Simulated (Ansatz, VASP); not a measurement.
P: VASP beside Ansatz

```xyz
4
Lattice="1.7049 -5.8120 0.0000 1.7049 5.8120 0.0000 0.0000 0.0000 4.5578" Properties=species:S:1:pos:R:3 pbc="T T T"
P     1.7049    4.7185    4.1645
P     1.7049   -1.0935    2.6721
P     1.7049   -4.7185    0.3932
P     1.7049    1.0935    1.8856
```

Change from the starting cell: strain +0.030 along x and y, +0.000 along z, atoms carried along.

Alike in both runs: task single point; functional PBE; k mesh 10 × 10 × 8; occupations gaussian, width 0.03 eV; no spin polarisation.

```csv
,VASP,Ansatz
version,VASP 6.6.1,Ansatz 0.2.0
potentials or method,"VASP PAW PBE potentials, release 64 (P), cutoff 520 eV","scalar-relativistic, plane waves, PAW"
valence electrons in the cell,20,20
```

VASP gave:

| Property | Result |
| --- | --- |
| gap on the k mesh at the Fermi level (eV) | 0.10 |
| least direct gap on the mesh (eV) | 0.10 |
| pressure (GPa) | -3.9 |
| traceless stress, the component that is largest in VASP (GPa) | 1.74 |
| rms of the force components (eV/Å) | 0.280 |

Q: What did Ansatz give for the same quantities?

A: gap on the k mesh at the Fermi level (eV): 0.08; least direct gap on the mesh (eV): 0.08; pressure (GPa): -3.6; traceless stress, the component that is largest in VASP (GPa): 1.74; rms of the force components (eV/Å): 0.260.

Atom by atom the forces differ by 0.026 eV/Å (rms over components).
